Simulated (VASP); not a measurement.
# BaTe (Pm-3m) in VASP: single point with LDA

Aim: the single point of BaTe with LDA.

All numbers are computed with VASP 6.6.1; they aren't measurements. Logs are shortened: lines on timing, memory, paths and dates and some standing lists are left out, and cuts for length are marked.

### 1 The cell of the first run

Symmetry: Pm-3m, No. 221, cubic system. The conventional cell has a = 4.117 Å, b = 4.117 Å, c = 4.117 Å, α = 90.00°, β = 90.00°, γ = 90.00°. Within 4.7 Å of Ba (site symmetry m-3m) lie 8 Te at 3.57 Å and 6 Ba at 4.12 Å. Te (site symmetry m-3m) has 8 Ba at 3.57 Å and 6 Te at 4.12 Å within 4.7 Å.

### 2 Single point, LDA

Contents of INCAR:

```
SYSTEM = BaTe
PREC     = Accurate       ! precision mode
ENCUT    = 520            ! plane-wave cutoff, eV
EDIFF    = 1E-6           ! SCF threshold, eV
ISMEAR   = 0              ! smearing method
SIGMA    = 0.05           ! smearing width, eV
LREAL    = .FALSE.        ! projectors in reciprocal space
LASPH    = .TRUE.         ! aspherical terms in the spheres
NELM     = 80             ! most SCF steps
ALGO     = Normal         ! electronic algorithm
ISIF     = 2              ! what is computed and relaxed
LWAVE    = .FALSE.        ! write WAVECAR
LCHARG   = .TRUE.         ! write CHGCAR
GGA      = CA             ! functional
LELF     = .TRUE.         ! ELF
LVHAR    = .TRUE.       
NBANDS   = 15             ! bands
```

Contents of KPOINTS:

```
Automatic mesh
0
G
  8 8 8
  0 0 0
```

Contents of POSCAR:

```
BaTe
1.0
    4.1166807260      0.0000000000      0.0000000000
    0.0000000000      4.1166807260      0.0000000000
    0.0000000000      0.0000000000      4.1166807260
Ba Te
1 1
Direct
    0.0000000000      0.0000000000      0.0000000000
    0.5000000000      0.5000000000      0.5000000000
```

Potentials or basis: VASP PAW LDA potentials, release 64 (Ba_sv, Te).

Started as:

```console
$ cat potpaw_LDA.64/Ba_sv/POTCAR potpaw_LDA.64/Te/POTCAR > POTCAR
$ mpirun -np 1 vasp_std > vasp.out
```

OUTCAR:

```text
SYSTEM = BaTe
   PREC = Accurate
   ENCUT = 520
   EDIFF = 1E-6
   ISMEAR = 0
   LREAL = .FALSE.
   LASPH = .TRUE.
   NELM = 80
   ISIF = 2
   GGA = CA

 ion  position               nearest neighbor table
   1  0.000  0.000  0.000-   2 3.57   2 3.57   2 3.57   2 3.57   2 3.57   2 3.57   2 3.57   2 3.57

   2  0.500  0.500  0.500-   1 3.57   1 3.57   1 3.57   1 3.57   1 3.57   1 3.57   1 3.57   1 3.57

  LATTYP: Found a simple cubic cell.
 ALAT       =     4.1166807260

  Lattice vectors:

 A1 = (   4.1166807260,   0.0000000000,   0.0000000000)
 A2 = (   0.0000000000,   4.1166807260,   0.0000000000)
 A3 = (   0.0000000000,   0.0000000000,   4.1166807260)

Analysis of symmetry for initial positions (statically):
=====================================================================
 Subroutine PRICEL returns:
 Original cell was already a primitive cell.

 Routine SETGRP: Setting up the symmetry group for a
 simple cubic supercell.

 Subroutine GETGRP returns: Found 48 space group operations
[... 9 lines left out ...]

 Routine SETGRP: Setting up the symmetry group for a
 simple cubic supercell.

 Subroutine GETGRP returns: Found 48 space group operations
[... 11 lines left out ...]
                                     Primitive cell

  volume of cell :      69.7656

  direct lattice vectors                    reciprocal lattice vectors
     4.116680726  0.000000000  0.000000000     0.242914150  0.000000000  0.000000000
     0.000000000  4.116680726  0.000000000     0.000000000  0.242914150  0.000000000
     0.000000000  0.000000000  4.116680726     0.000000000  0.000000000  0.242914150

  length of vectors
     4.116680726  4.116680726  4.116680726     0.242914150  0.242914150  0.242914150

  position of ions in fractional coordinates (direct lattice)
     0.000000000  0.000000000  0.000000000
     0.500000000  0.500000000  0.500000000

  ion indices of the primitive-cell ions
   primitive index   ion index
                 1           1
                 2           2

----------------------------------------------------------------------------------------

 KPOINTS: Automatic mesh

Automatic generation of k-mesh.
 Grid dimensions read from file:
 generate k-points for:    8    8    8

 Generating k-lattice:

  Cartesian coordinates                     Fractional coordinates (reciprocal lattice)
     0.030364269  0.000000000  0.000000000     0.125000000  0.000000000  0.000000000
     0.000000000  0.030364269  0.000000000     0.000000000  0.125000000  0.000000000
     0.000000000  0.000000000  0.030364269     0.000000000  0.000000000  0.125000000

  Length of vectors
     0.030364269  0.030364269  0.030364269

  Shift w.r.t. Gamma in fractional coordinates (k-lattice)
     0.000000000  0.000000000  0.000000000

 Subroutine IBZKPT returns following result:
 ===========================================

 Found     35 irreducible k-points:

 Following reciprocal coordinates:
            Coordinates               Weight
  0.000000  0.000000  0.000000      1.000000
  0.125000  0.000000  0.000000      6.000000
  0.250000  0.000000  0.000000      6.000000
  0.375000  0.000000  0.000000      6.000000
  0.500000  0.000000  0.000000      3.000000
  0.125000  0.125000  0.000000     12.000000
[... 16 lines left out ...]
  0.375000  0.375000  0.125000     24.000000
  0.500000  0.375000  0.125000     24.000000
 [... further k-points ...]
   k-points           NKPTS =     35   k-points in BZ     NKDIM =     35   number of bands    NBANDS=     15
   number of dos      NEDOS =    301   number of ions     NIONS =      2
   total plane-waves  NPLWV =  32768
   dimension x,y,z NGX =    32 NGY =   32 NGZ =   32
   dimension x,y,z NGXF=    64 NGYF=   64 NGZF=   64
   ions per type =               1   1
   NGX,Y,Z   is equivalent  to a cutoff of  12.92, 12.92, 12.92 a.u.
   NGXF,Y,Z  is equivalent  to a cutoff of  25.85, 25.85, 25.85 a.u.
 SYSTEM =  BaTe
   PREC   = accura    normal or accurate (medium, high low for compatibility)
   ISTART =      0    job   : 0-new  1-cont  2-samecut
   ICHARG =      2    charge: 1-file 2-atom 10-const
   ISPIN  =      1    spin polarized calculation?
   LNONCOLLINEAR =      F non collinear calculations
   LSORBIT =      F    spin-orbit coupling
   LASPH  =      T    aspherical Exc in radial PAW
   ENCUT  =  520.0 eV  38.22 Ry    6.18 a.u.   7.65  7.65  7.65*2*pi/ulx,y,z
   NELM   =     80;   NELMIN=  2; NELMDL= -5     # of ELM steps
   EDIFF  = 0.1E-05   stopping-criterion for ELM
   LREAL  =      F    real-space projection
   EDIFFG = 0.1E-04   stopping-criterion for IOM
   NSW    =      0    number of steps for IOM
   IBRION =     -1    ionic relax: 0-MD 1-quasi-New 2-CG
   NFREE  =      0    steps in history (QN), initial steepest desc. (CG)
   ISIF   =      2    stress and relaxation
   ISYM   =      2    0-nonsym 1-usesym 2-fastsym
   POTIM  = 0.5000    time-step for ionic-motion
   TEBEG  =    0.0;   TEEND  =   0.0 temperature during run
   PSTRESS=    0.0 pullay stress
   NELECT =      16.0000    total number of electrons
   NUPDOWN=      -1.0000    fix difference up-down
   EMIN   =  10.00;   EMAX   =-10.00  energy-range for DOS
   EFERMI =   0.00;   METHOD = LEGACY
   ISMEAR =     0;   SIGMA  =   0.05  broadening in eV -4-tet -1-fermi 0-gaus
   EFERMI_NEDOS =   21; number of points for ismear=-14 and -15
   IALGO  =     38    algorithm
   IMIX   =      4    mixing-type and parameters
     AMIX     =   0.40;   BMIX     =  1.00
     AMIX_MAG =   1.60;   BMIX_MAG =  1.00
  volume/ion in A,a.u.               =      34.88       235.40
  Fermi-wavevector in a.u.,A,eV,Ry     =   1.002077  1.893650 13.662396  1.004158
  Thomas-Fermi vector in A             =   2.134540
   LORBIT       =      0    0 simple, 1 ext, 2 COOP (PROOUT), +10 PAW based schemes
   GGA     = CA    functional components
   LHFCALC =     F    Hartree Fock is set to
   AEXX    =    0.0000 exact exchange contribution
   IVDW    =     0    specifies the selected vdW correction
   LEPSILON=     F    determine dielectric tensor
   LRPA    =     F    only Hartree local field effects (RPA)
 non-spin polarized calculation
 Gauss-broadening in eV      SIGMA  =   0.05
  energy-cutoff  :      520.00
  volume of cell :       69.77
 maximum number of plane-waves:      1924
 NGX is ok and might be reduce to    32
   NGX = 15   NGY = 15   NGZ = 15

 number of electron      16.0000000 magnetization

 Free energy of the ion-electron system (eV)
  ---------------------------------------------------
  ext. energy  EPLUGINS =         0.00000000
  ---------------------------------------------------
  free energy    TOTEN  =        -9.37555314 eV

  energy without entropy =       -9.37555314  energy(sigma->0) =       -9.37555314

 E-fermi :   4.6558     XC(G=0):  -9.4846

 val. band max:        4.4568212770   @ k =   0.5000   0.5000   0.0000
 cond. band min:       4.8524604101   @ k =   0.0000   0.0000   0.0000
 fundamental gap:      0.3956391332
 Fermi energy:         4.6558136586

 k-point     1 :       0.0000    0.0000    0.0000
  band No.  band energies     occupation
      1     -23.4437      2.00000
      2      -8.4771      2.00000
      3      -8.4771      2.00000
      4      -8.4771      2.00000
      5      -6.3192      2.00000
      6       4.0871      2.00000
      7       4.0871      2.00000
      8       4.0871      2.00000
      9       4.8525      0.00000
     10       4.8525      0.00000
     11       7.2140      0.00000
     12       9.1857      0.00000
     13       9.1857      0.00000
     14       9.1857      0.00000
     15      13.1877      0.00000

 k-point     2 :       0.1250    0.0000    0.0000
  band No.  band energies     occupation
      1     -23.4374      2.00000
      2      -8.6375      2.00000
      3      -8.4657      2.00000
      4      -8.4657      2.00000
      5      -6.1430      2.00000
      6       3.1505      2.00000
      7       3.9824      2.00000
      8       3.9824      2.00000
      9       4.9481      0.00000
     10       5.5395      0.00000
     11       7.9002      0.00000
     12       9.2434      0.00000
     13       9.2561      0.00000
     14       9.2561      0.00000
     15      12.0577      0.00000

 k-point     3 :       0.2500    0.0000    0.0000
  band No.  band energies     occupation
      1     -23.4222      2.00000
      2      -8.9616      2.00000
      3      -8.4380      2.00000
      4      -8.4380      2.00000
      5      -5.7605      2.00000
      6       1.9135      2.00000
      7       3.7369      2.00000
      8       3.7369      2.00000
      9       5.2127      0.00000
     10       6.7266      0.00000
     11       9.1097      0.00000
     12       9.3932      0.00000
     13       9.5217      0.00000
     14       9.5217      0.00000
     15      10.6312      0.00000

 k-point     4 :       0.3750    0.0000    0.0000
  band No.  band energies     occupation
      1     -23.4068      2.00000
      2      -9.2326      2.00000
      3      -8.4100      2.00000
      4      -8.4100      2.00000
      5      -5.3953      2.00000
      6       0.9913      2.00000
      7       3.5018      2.00000
      8       3.5018      2.00000
      9       5.5516      0.00000
     10       8.3078      0.00000
     11       9.5620      0.00000
     12       9.5620      0.00000
     13       9.9651      0.00000
     14      10.0068      0.00000
     15      10.0068      0.00000
[... 307 lines left out ...]
 k-point    22 :       0.5000    0.2500    0.1250
  band No.  band energies     occupation
      1     -23.3746      2.00000
      2      -9.1387      2.00000
      3      -8.6940      2.00000
      4      -8.4570      2.00000
      5      -5.4324      2.00000
      6       1.4235      2.00000
      7       2.4522      2.00000
      8       3.6608      2.00000
      9       6.2441      0.00000
     10       7.5164      0.00000
     11       7.5552      0.00000
     12       9.6556      0.00000
     13       9.8253      0.00000
     14      11.5291      0.00000
     15      11.5703      0.00000

 k-point    23 :       0.3750    0.3750    0.1250
  band No.  band energies     occupation
      1     -23.3664      2.00000
      2      -8.9774      2.00000
      3      -8.8998      2.00000
      4      -8.4447      2.00000
      5      -5.5193      2.00000
      6       1.8453      2.00000
      7       2.2080      2.00000
      8       3.5414      2.00000
      9       6.0533      0.00000
     10       7.4777      0.00000
     11       7.6291      0.00000
     12       8.8030      0.00000
     13       9.8557      0.00000
     14      10.8791      0.00000
     15      13.3185      0.00000

 k-point    24 :       0.5000    0.3750    0.1250
  band No.  band energies     occupation
      1     -23.3604      2.00000
      2      -9.0213      2.00000
      3      -8.8910      2.00000
      4      -8.4338      2.00000
      5      -5.5481      2.00000
      6       1.8610      2.00000
      7       2.1535      2.00000
      8       3.6256      2.00000
      9       5.8266      0.00000
     10       7.3643      0.00000
     11       7.6057      0.00000
     12       8.6728      0.00000
     13      10.2801      0.00000
     14      11.5492      0.00000
     15      12.4782      0.00000

 [... further k-points ...]

------------------------ aborting loop because EDIFF is reached ----------------------------------------

  FORCE on cell =-STRESS in cart. coord.  units (eV):
  Direction    XX          YY          ZZ          XY          YZ          ZX
  --------------------------------------------------------------------------------------
  -------------------------------------------------------------------------------------
  Total        0.3008663      0.3008663      0.3008663      0.0000000      0.0000000      0.0000000
  in kB        6.9094365      6.9094365      6.9094365      0.0000000      0.0000000      0.0000000
  external PRESSURE =       6.9094365 kB  Pullay stress =       0.0000000 kB

 VOLUME and BASIS-vectors are now :
 -----------------------------------------------------------------------------
  energy-cutoff  :      520.00
  volume of cell :       69.77
      direct lattice vectors                 reciprocal lattice vectors
     4.116680726  0.000000000  0.000000000     0.242914150  0.000000000  0.000000000
     0.000000000  4.116680726  0.000000000     0.000000000  0.242914150  0.000000000
     0.000000000  0.000000000  4.116680726     0.000000000  0.000000000  0.242914150

 POSITION                                       TOTAL-FORCE (eV/Angst)
 -----------------------------------------------------------------------------------
      0.00000      0.00000      0.00000         0.000000      0.000000      0.000000
      2.05834      2.05834      2.05834         0.000000      0.000000      0.000000
 -----------------------------------------------------------------------------------
    total drift:                                0.000000      0.000000     -0.000000

  FREE ENERGIE OF THE ION-ELECTRON SYSTEM (eV)
  ---------------------------------------------------
  free  energy   TOTEN  =        -9.3755531384 eV

  energy  without entropy=       -9.3755531384  energy(sigma->0) =       -9.37555314
```

It took 23 s on 1 thread of AMD EPYC 7R13 (Zen 3), shared host; peak memory 0.14 GiB.

What came out:

```
Free energy            : -9.3756 eV
Pressure               : 0.7 GPa
Band gap on the k mesh : 0.40 eV, indirect (least direct gap 0.74 eV)
```

Levels at points of the mesh, in eV from the valence-band top:
```tsv
k point	band 5	band 6	band 7	band 8	band 9	band 10	band 11	band 12
(0.00, 0.00, 0.00)	-10.78	-0.37	-0.37	-0.37	0.40	0.40	2.76	4.73
(0.50, 0.00, 0.00)	-9.70	-3.81	-1.05	-1.05	1.27	4.68	5.18	5.25
(0.50, 0.50, 0.00)	-10.12	-2.19	-2.19	0.00	0.74	2.56	2.84	2.84
(0.50, 0.50, 0.50)	-9.63	-3.37	-3.37	-3.37	5.03	5.03	5.03	6.87
```

Caveat: spin-orbit coupling is left out, which moves the levels of the heavy elements.
